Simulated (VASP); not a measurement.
## Ir: single point with PBE

The system is Ir.

```
Ir
1.0
     0.03839    1.93890    1.93890
     1.93890    0.03839    1.93890
     1.93890    1.93890    0.03839
Ir
1
Direct
  0.00000 0.00000 0.00000
```

This cell differs from its parent crystal: equal xy, yz and zx shear strains of +2 %.

- Program: VASP 6.6.1
- Task: single point
- Functional: PBE
- Potentials or basis: VASP PAW PBE potentials, release 64 (Ir)
- Cutoff: 520 eV
- k mesh: 15 × 15 × 15
- Occupations: fermi-dirac, width 0.05 eV
- Spin: no spin polarisation

The pressure is 10.1 GPa and the band gap on the k mesh is zero (an odd number of electrons rules out a gap without spin polarisation).

Stress tensor (GPa, compression positive):
```
10.13 -5.75 -5.75
-5.75 10.13 -5.75
-5.75 -5.75 10.13
```

Levels at points of the mesh, in eV from the Fermi level:
```
           k point  band 1  band 2  band 3  band 4  band 5  band 6  band 7  band 8
(0.00, 0.00, 0.00)  -11.16   -4.23   -3.79   -3.79   -1.22   -1.22   14.27   19.26
```

Wall time 57 s on 1 thread of Intel Xeon 8259CL, with other jobs on the host, peak memory 0.17 GiB.

Caveat: the cell differs from its parent crystal (equal xy, yz and zx shear strains of +2 %); the cell stands under pressure; spin-orbit coupling is left out, which moves the levels of the heavy elements.
